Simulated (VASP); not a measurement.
Here is a VASP 6.6.1 calculation.

File INCAR:

```
SYSTEM = MoS2
ALGO = Normal
EDIFF = 1E-6
ENCUT = 520
GGA = PS
ISIF = 2
ISMEAR = 1
LASPH = .TRUE.
LCHARG = .FALSE.
LREAL = .FALSE.
LWAVE = .FALSE.
NBANDS = 35
NELM = 100
PREC = Accurate
SIGMA = 0.175
```

File KPOINTS:

```
k-points
0
G
  12 12 2
  0 0 0
```

Contents of POSCAR:

```
MoS2
1.0
    3.0788000000      0.0000000000      0.0000000000
   -1.5394000000      2.6663190132      0.0000000000
    0.0000000000      0.0000000000     13.0731000000
Mo S
2 4
Direct
    0.3333333333      0.6666666667      0.2500000000
    0.6666666667      0.3333333333      0.7500000000
    0.3333333333      0.6666666667      0.6259932117
    0.6666666667      0.3333333333      0.1259932117
    0.3333333333      0.6666666667      0.8740067883
    0.6666666667      0.3333333333      0.3740067883
```

Potentials or basis: VASP PAW PBE potentials, release 64 (Mo_sv, S).

Command:

```bash
$ cat potpaw_PBE.64/Mo_sv/POTCAR potpaw_PBE.64/S/POTCAR > POTCAR
$ mpirun -np 1 vasp_std > vasp.out
```

**Question.** What does it give for the pressure?

**Answer.** -0.4 GPa.

**Question.** Predict the largest force.

**Answer.** 0.729 eV/Å.

Stress tensor (GPa, compression positive):
```
 3.23  0.00  0.00
 0.00  3.23  0.00
 0.00  0.00 -7.51
```

Caveat: the PAW data sets were made with another functional, which shifts forces and pressure a little; this functional lacks dispersion, which binds the layers, so the pressure and a relaxed spacing across them are unreliable.

**The experiment to reproduce.**

From “Multiwavelength excitation Raman Scattering Analysis of bulk and 2 dimensional MoS2: Vibrational properties of atomically thin MoS2 layers”, 2015, arxiv:1506.03228, for a bulk crystal of MoS2 at 300 K: band gap 1.3 eV (indirect).

Against the measured gap of MoS2, 1.3 eV (indirect; 300 K; “Multiwavelength excitation Raman Scattering Analysis of bulk and 2 dimensional MoS2: Vibrational properties of atomically thin MoS2 layers”, 2015, arxiv:1506.03228), the calculated 1.24 eV is off by -0.06 eV. Spin-orbit coupling on Mo is left out. The value is that of PBEsol on a finite k mesh, which can miss the band edges, without temperature or zero-point motion. Semilocal functionals fall short of measured gaps as a rule.
